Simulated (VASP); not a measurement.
A run of VASP 6.6.1 is set up as follows.

The input INCAR:

```
SYSTEM = CaS
PREC = Accurate
ENCUT = 500
EDIFF = 1E-6
ISMEAR = 0
SIGMA = 0.01
LREAL = .FALSE.
LASPH = .TRUE.
NELM = 120
ALGO = Normal
ISIF = 2
LWAVE = .FALSE.
LCHARG = .FALSE.
GGA = PE
NBANDS = 15
ISYM = 0
GGA_COMPAT = .FALSE.
```

Contents of KPOINTS:

```
Automatic mesh
0
Gamma
  6 6 6
  0.5 0.5 0.5
```

POSCAR

```
CaS
1.0
    0.0000000000      2.8479357440      2.8479357440
    2.8479357440      0.0000000000      2.8479357440
    2.8479357440      2.8479357440      0.0000000000
Ca S
1 1
Direct
    0.0000000000      0.0000000000      0.0000000000
    0.5000000000      0.5000000000      0.5000000000
```

Potentials or basis: VASP PAW PBE potentials, release 64 (Ca_sv, S).

Launch:

```sh
$ cat potpaw_PBE.64/Ca_sv/POTCAR potpaw_PBE.64/S/POTCAR > POTCAR
$ mpirun -np 1 vasp_std > vasp.out
```

Estimate the band gap on the k mesh.

2.68 eV (least direct gap 3.41 eV).

What does it give for the pressure?

0.6 GPa.

Caveat: a shifted mesh leaves out Γ, where band edges can lie. A k mesh can miss the band edges.
